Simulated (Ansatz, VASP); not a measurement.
Cu in VASP and in Ansatz

File INCAR:

```
SYSTEM = Cu
PREC = Accurate ; ENCUT = 520
EDIFF = 1E-6 ; ISMEAR = 0
SIGMA = 0.15 ; LREAL = .FALSE.
LASPH = .TRUE. ; NELM = 60
ALGO = Fast ; ISIF = 2
LWAVE = .FALSE. ; LCHARG = .FALSE.
GGA = PE ; NBANDS = 18
```

Contents of KPOINTS:

```
regular mesh
0
G
  21 21 12
  0 0 0
```

File POSCAR:

```
Cu
1.0
    2.7252844251      0.0000000000      0.0000000000
   -1.3626422126      2.3601655447      0.0000000000
    0.0000000000      0.0000000000      3.9445766769
Cu
2
Direct
    0.3333333333      0.6666666667      0.2500000000
    0.6666666667      0.3333333333      0.7500000000
```

Input for Ansatz:

```yaml
crystal:
  lattice:
    - [2.7252844251, 0.0, 0.0]
    - [-1.3626422126, 2.3601655447, 0.0]
    - [0.0, 0.0, 3.9445766769]
  atoms:
    - { symbol: Cu, position: [0.3333333333, 0.6666666667, 0.25] }
    - { symbol: Cu, position: [0.6666666667, 0.3333333333, 0.75] }
basis:
  ecutwfc: 520.0
kpoints:
  mp_grid: { grid: [21, 21, 12] }
hamiltonian:
  xc: pbe
scf:
  occupations: { method: gaussian, width: 0.15 }
output:
  forces: true
  stress: true
  eigenvalues: true
```

Alike in both runs: task single point; functional PBE; k mesh 21 × 21 × 12; occupations gaussian, width 0.15 eV; no spin polarisation.

|  | VASP | Ansatz |
| --- | --- | --- |
| version | VASP 6.6.1 | Ansatz 0.2.0 |
| potentials or method | VASP PAW PBE potentials, release 64 (Cu), cutoff 520 eV | scalar-relativistic, plane waves, PAW |
| valence electrons in the cell | 22 | 38 |

```csv
,VASP,Ansatz,Ansatz less VASP
gap on the k mesh at the Fermi level (eV),none,none,-
pressure (GPa),-4.5,-5.1,-0.54
"traceless stress, the component that is largest in VASP (GPa)",8.81,8.86,+0.045
```

A gap of «none» marks a metal or a gap that the smearing closes. VASP's potentials hold 22 valence electrons a cell and Ansatz's 38, so a difference there can come from the potentials and not from the codes.
